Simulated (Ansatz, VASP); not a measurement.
## Zn in VASP and in Ansatz

File INCAR:

```
ALGO = Normal ; EDIFF = 1E-8
ENCUT = 520 ; GGA = PE
ISIF = 2 ; ISMEAR = -1
LASPH = T ; LCHARG = F
LEFG = T ; LREAL = F
LWAVE = F ; NBANDS = 19
NELM = 80 ; PREC = Accurate
SIGMA = 0.05
```

File KPOINTS:

```
k-points
0
Gamma
  11 11 11
```

POSCAR

```
Zn
1.0
    0.0000000000      2.8944628916      2.9379881972
    2.8944628916      0.0000000000      2.9379881972
    2.8944628916      2.8944628916      0.0000000000
Zn
2
Direct
    0.0000000000      0.0000000000      0.0000000000
    0.2500000000      0.2500000000      0.2500000000
```

Input for Ansatz:

```yaml
crystal:
  lattice:
    - [0.0, 2.8944628916, 2.9379881972]
    - [2.8944628916, 0.0, 2.9379881972]
    - [2.8944628916, 2.8944628916, 0.0]
  atoms:
    - { symbol: Zn, position: [0.0, 0.0, 0.0] }
    - { symbol: Zn, position: [0.25, 0.25, 0.25] }
kpoints:
  mp_grid: { grid: [11, 11, 11] }
scf:
  occupations: { method: fermi_dirac, width: 0.05 }
hamiltonian:
  xc: pbe
  pseudopotentials: { kind: paw }
output:
  forces: true
  stress: true
  eigenvalues: true
  efg: { contact_densities: true }
```

Change from the starting cell: z stretched by +1 % at fixed volume, PAW files.

Alike in both runs: task electric field gradients; functional PBE; k mesh 11 × 11 × 11; occupations fermi-dirac, width 0.05 eV; no spin polarisation.

```csv
,VASP,Ansatz
version,VASP 6.6.1,Ansatz 0.2.0
potentials or method,"VASP PAW PBE potentials, release 64 (Zn)","PAW with Ansatz's default frozen-core files, scalar-relativistic"
plane-wave cutoff (eV),520,420
valence electrons in the cell,24,24
```

```csv
,VASP,Ansatz,Ansatz less VASP
pressure (GPa),0.2,0.0,-0.16
"traceless stress, the component that is largest in VASP (GPa)",0.12,0.12,-0.003
size of Vzz on the site where it differs most (V/Å²),1.4,1.3,-0.09
```
